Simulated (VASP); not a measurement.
Runs of VASP 6.6.1 on C18O (a cell with a defect). The cell holds a defect, 19 atoms: a = 5.056 Å, b = 5.056 Å, c = 6.613 Å, α = 102.63°, β = 102.63°, γ = 93.98°. 

| potentials or basis | k mesh | cutoff (eV) | second run | gap on the mesh (eV) | pressure (GPa) | largest force (eV/Å) |
| --- | --- | --- | --- | --- | --- | --- |
| VASP PAW PBE potentials, release 64 (C_h, O_h) | 1 × 1 × 1 | 910 | hard_potentials | 1.50 | 0.5 | (b) |
| VASP PAW PBE potentials, release 64 (C, O) | 4 × 4 × 4, shifted | 520 | - | (c) | 6.8 | (a) |
| VASP PAW PBE potentials, release 64 (C, O) | 3 × 3 × 2, shifted | 520 | - | 0.30 | 6.8 | 0.38 |
| VASP PAW PBE potentials, release 64 (C, O) | 1 × 1 × 1 | 520 | - | 1.50 | 1.3 | 0.28 |

Alike in all rows: task single point; level PBE+D3(BJ); no spin polarisation; cell as given; smearing gaussian 0.01 eV.

Fill in the values left out.

(a) 0.39; (b) 0.06; (c) 0.52.

Caveats: some runs use coarse meshes; the cutoff is under 1.25 times the usual one of these potentials, so pressure, stress and relaxed cells hold a basis-set (Pulay) error (some runs).

A k mesh can miss the band edges.
